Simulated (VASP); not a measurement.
Wanted: the native input for a VASP 6.6.1 run.

| Item | Value |
| --- | --- |
| Task | single point |
| Functional | PBE |
| Dispersion | D3(BJ) |
| Potentials or basis | VASP PAW PBE potentials, release 64 (Pb_d, S) |
| Cutoff | 500 eV |
| k mesh | 6 × 6 × 3 |
| Occupations | gaussian, width 0.05 eV |
| Spin | no spin polarisation |
| Dipole correction | no |
| Further INCAR settings | ALGO = Normal; EDIFF = 1e-06; NBANDS = 28 |

The structure of PbS lies in POSCAR:

```
PbS
1.0
    0.0000000000     -3.0043750300     -3.0061807900
    0.0000000000      3.0043750300     -3.0061807900
   13.2982770800      0.0000000000      0.0000000000
Pb S
2 2
Direct
    0.7433619700      0.2433619700      0.5306472165
    0.2433619700      0.7433619700      0.3189573610
    0.2356380300      0.7356380300      0.5213813015
    0.7356380300      0.2356380300      0.3282232760
```

The input as run:

INCAR

```
SYSTEM = PbS
PREC = Accurate
ENCUT = 500
EDIFF = 1E-6
ISMEAR = 0
SIGMA = 0.05
LREAL = .False.
LASPH = .True.
NELM = 120
ALGO = Normal
ISIF = 2
LWAVE = .False.
LCHARG = .True.
GGA = PE
IVDW = 12
LELF = .True.
LVHAR = .True.
NBANDS = 28
GGA_COMPAT = .False.
```

KPOINTS

```
regular mesh
0
Gamma
  6 6 3
  0 0 0
```

Potentials or basis: VASP PAW PBE potentials, release 64 (Pb_d, S).

The run is started by

```console
$ cat potpaw_PBE.64/Pb_d/POTCAR potpaw_PBE.64/S/POTCAR > POTCAR
$ mpirun -np 1 vasp_std > vasp.out
```

Results of the run:

The largest force is 0.065 eV/Å, the band gap on the k mesh is 2.08 eV, indirect (the least direct gap lies 3.0 meV higher) and the dispersion energy per atom is -0.225 eV.

Caveat: spin-orbit coupling is left out, which moves the levels of the heavy elements.

Wall time 85 s on 1 thread of Intel(R) Xeon(R) 6975P-C (Granite Rapids) (shared host), peak memory 0.37 GiB.
